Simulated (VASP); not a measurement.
Here is a VASP 6.6.1 calculation.

Contents of POSCAR:

```
P
1.0
   -1.4887079254      1.4887079254      1.4887079254
    1.4887079254     -1.4887079254      1.4887079254
    1.4887079254      1.4887079254     -1.4887079254
P
1
Direct
    0.0000000000      0.0000000000      0.0000000000
```

INCAR.step1

```
SYSTEM = P
  PREC = Accurate
  ENCUT = 520
  ISMEAR = -1
  SIGMA = 0.1
  LREAL = .False.
  LASPH = .True.
  NELM = 80
  NBANDS = 8
  GGA = PE
  ALGO = Normal
  EDIFF = 1E-4
  LWAVE = .True.
  LCHARG = .False.
```

INCAR.step2

```
SYSTEM = P
  PREC = Accurate
  ENCUT = 520
  EDIFF = 1E-6
  ISMEAR = -1
  SIGMA = 0.1
  LREAL = .False.
  LASPH = .True.
  NELM = 80
  ALGO = Normal
  ISIF = 2
  LWAVE = .False.
  LCHARG = .False.
  METAGGA = R2SCAN
  LMIXTAU = .True.
  NBANDS = 8
  ISTART = 1
```

Contents of KPOINTS:

```
Automatic mesh
0
Gamma
  16 16 16
  0 0 0
```

Potentials or basis: VASP PAW PBE potentials, release 64 (P).

Run with:

```sh
$ cat potpaw_PBE.64/P/POTCAR > POTCAR
$ cp INCAR.step1 INCAR
$ mpirun -np 1 vasp_std > vasp.out
$ cp INCAR.step2 INCAR
$ mpirun -np 1 vasp_std > vasp.out
```

Question: Estimate the pressure.

Answer: 8.7 GPa.

Question: Predict the band gap on the k mesh.

Answer: Zero (an odd number of electrons rules out a gap without spin polarisation).

Caveat: the cell stands under pressure; the PAW data sets were made with another functional, which shifts forces and pressure a little.
